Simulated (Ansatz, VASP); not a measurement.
# BiTe: VASP beside Ansatz

```
Bi Te
1.0
     0.03597    3.19715    3.19715
     3.19715    0.03597    3.19715
     3.23312    3.23312    0.00000
Bi Te
1 1
Direct
  0.00000 0.00000 0.00000
  0.50000 0.50000 0.50000
```

Change from the starting cell: strain +0.0225 x Voigt [0, 0, 0, 0, 0, 1], atoms carried along.

Alike in both runs: task single point; functional PBEsol; k mesh 16 × 16 × 16; occupations gaussian, width 0.15 eV; no spin polarisation.

|  | VASP | Ansatz |
| --- | --- | --- |
| version | VASP 6.6.1 | Ansatz 0.2.0 |
| potentials or method | VASP PAW PBE potentials, release 64 (Bi_d, Te), cutoff 520 eV | scalar-relativistic, plane waves, PAW |
| valence electrons in the cell | 21 | 31 |

```tsv
	VASP	Ansatz	Ansatz less VASP
gap on the k mesh at the Fermi level (eV)	none	none	-
pressure (GPa)	0.0	0.0	+0.01
```

VASP's potentials were made for PBE, not for PBEsol. A gap of «none» marks a metal or a gap that the smearing closes. VASP's potentials hold 21 valence electrons a cell and Ansatz's 31, so a difference there can come from the potentials and not from the codes.

Neither program's run includes spin-orbit coupling.
